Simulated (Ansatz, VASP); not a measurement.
**One calculation of Ta2N, two programs**

```
CELL_PARAMETERS angstrom
3.07826 -0.10774 0.00000
-1.63243 2.71972 0.00000
0.00000 0.00000 5.07719
ATOMIC_POSITIONS crystal
Ta 0.66667 0.33333 0.74637
Ta 0.33333 0.66667 0.25363
N 0.00000 0.00000 0.00000
```

Change from the starting cell: engineering shear strain xy -0.0700, normal strain along z +0.0525.

Alike in both runs: task single point; functional PBEsol; k mesh 15 × 15 × 8; occupations gaussian, width 0.15 eV; no spin polarisation.

```csv
,VASP,Ansatz
version,VASP 6.6.1,Ansatz 0.2.0
potentials or method,"VASP PAW PBE potentials, release 64 (Ta_pv, N), cutoff 520 eV","scalar-relativistic, plane waves, PAW"
valence electrons in the cell,27,31
```

```csv
,VASP,Ansatz,Ansatz less VASP
gap on the k mesh at the Fermi level (eV),none,none,-
pressure (GPa),-12.1,-12.6,-0.49
"traceless stress, the component that is largest in VASP (GPa)",9.32,9.29,-0.036
rms of the force components (eV/Å),0.103,0.083,-0.0201
```

VASP's potentials were made for PBE, not for PBEsol, and Ansatz warns of the same on its side. Atom by atom the forces differ by 0.022 eV/Å (rms over components). A gap of «none» marks a metal or a gap that the smearing closes. VASP's potentials hold 27 valence electrons a cell and Ansatz's 31, so a difference there can come from the potentials and not from the codes.

Spin-orbit coupling is off throughout.
